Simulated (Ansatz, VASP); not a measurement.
# Two plane-wave programs on BeTe3

```
CELL_PARAMETERS angstrom
3.83474 0.00000 0.00000
0.00000 3.83474 0.00000
0.00000 0.00000 16.20926
ATOMIC_POSITIONS crystal
Be 0.00000 0.50000 0.09098
Be 0.50000 0.00000 0.90902
Te 0.50000 0.50000 0.18099
Te 0.50000 0.50000 0.81901
Te 0.00000 0.00000 0.00000
Te 0.00000 0.50000 0.35944
Te 0.00000 0.00000 0.50000
Te 0.50000 0.00000 0.64056
```

Alike in both runs: functional PBE; k mesh 4 × 4 × 2; occupations gaussian, width 0.2 eV; no spin polarisation.

Ansatz relaxed the structure, and its values are those at the end. VASP's run is a single point on that final structure, the one shown.

|  | VASP | Ansatz |
| --- | --- | --- |
| version | VASP 6.6.1 | Ansatz 0.2.0 |
| potentials or method | VASP PAW PBE potentials, release 64 (Be, Te), cutoff 520 eV | scalar-relativistic, plane waves, PAW |
| valence electrons in the cell | 40 | 100 |

Ansatz gave:

* gap on the k mesh at the Fermi level (eV): none
* pressure (GPa): 0.2
* rms of the force components (eV/Å): 0.007

Problem. Estimate VASP's values.

Solution. gap on the k mesh at the Fermi level (eV): none; pressure (GPa): 0.3; rms of the force components (eV/Å): 0.010.

A gap of «none» marks a metal or a gap that the smearing closes. VASP's potentials hold 40 valence electrons a cell and Ansatz's 100, so a difference there can come from the potentials and not from the codes.

The k mesh is coarse, so the values compare programs but aren't converged. Spin-orbit coupling is off throughout.
